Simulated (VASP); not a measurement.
Crystal: CdS.

```
Cd S
1.0
     0.00000    2.93921    2.90982
     2.93921    0.00000    2.90982
     2.93921    2.93921    0.00000
Cd S
1 1
Direct
  0.00000 0.00000 0.00000
  0.25000 0.25000 0.25000
```

This cell differs from its parent crystal: uniaxial z strain -1.0%.

Base run:

```yaml
Program: VASP 6.6.1
Functional: r2SCAN
Potentials_or_basis: VASP PAW PBE potentials, release 64 (Cd, S)
Cutoff: 520 eV
k_mesh: 8 × 8 × 8
Occupations: gaussian, width 0.01 eV
Spin: no spin polarisation
```

Its results: band gap on the k mesh 1.54 eV; pressure 0.9 GPa.

Task: The run is repeated on the same cell with these changes: functional from r2SCAN to PBE; cutoff from 520 eV to 500 eV; occupations from gaussian, width 0.01 eV to fermi-dirac, width 0.02 eV. What comes out?

Result: Band gap on the k mesh 1.10 eV; pressure 2.3 GPa.

Caveats: the PAW data sets were made with another functional, which shifts forces and pressure a little (at least some runs).

